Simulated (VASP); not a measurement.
Write the native input for VASP 6.6.1 that does the following.

```
Task                   : single point
Functional             : PBE
Potentials or basis    : VASP PAW PBE potentials, release 64 (Pt, Se)
Cutoff                 : 500 eV
k mesh                 : 9 × 9 × 6
Occupations            : methfessel-paxton, width 0.15 eV
Spin                   : no spin polarisation
Dipole correction      : no
Further INCAR settings : ALGO = Normal; EDIFF = 1e-06; NBANDS = 18
```

The structure of PtSe2 lies in POSCAR:

```
PtSe2
1.0
    3.7240000000      0.0000000000      0.0000000000
   -1.8620000000      3.2250786037      0.0000000000
    0.0000000000      0.0000000000      5.0620000000
Pt Se
1 2
Direct
    0.0000000000      0.0000000000      0.0000000000
    0.3333333333      0.6666666667      0.2500000000
    0.6666666667      0.3333333333      0.7500000000
```

One way to write it, as run:

INCAR

```
SYSTEM = PtSe2
PREC = Accurate ; ENCUT = 500
EDIFF = 1E-6 ; ISMEAR = 1
SIGMA = 0.15 ; LREAL = .False.
LASPH = .True. ; NELM = 120
ALGO = Normal ; ISIF = 2
LWAVE = .False. ; LCHARG = .False.
GGA = PE ; NBANDS = 18
GGA_COMPAT = .False.
```

KPOINTS

```
Automatic mesh
0
Gamma
  9 9 6
  0 0 0
```

Potentials or basis: VASP PAW PBE potentials, release 64 (Pt, Se).

Run with:

```bash
$ cat potpaw_PBE.64/Pt/POTCAR potpaw_PBE.64/Se/POTCAR > POTCAR
$ mpirun -np 1 vasp_std > vasp.out
```

It gave:

```
Pressure               : 7.3 GPa
Largest force          : 0.580 eV/Å
Band gap on the k mesh : zero (bands 11 and 12 overlap by 0.39 eV)
```

Caveat: the cell stands under pressure; spin-orbit coupling is left out, which moves the levels of the heavy elements.

It took 60 s on 1 thread of AMD EPYC 7R43 64-Core Processor (Zen 3), on a shared host, peak memory 0.18 GiB.
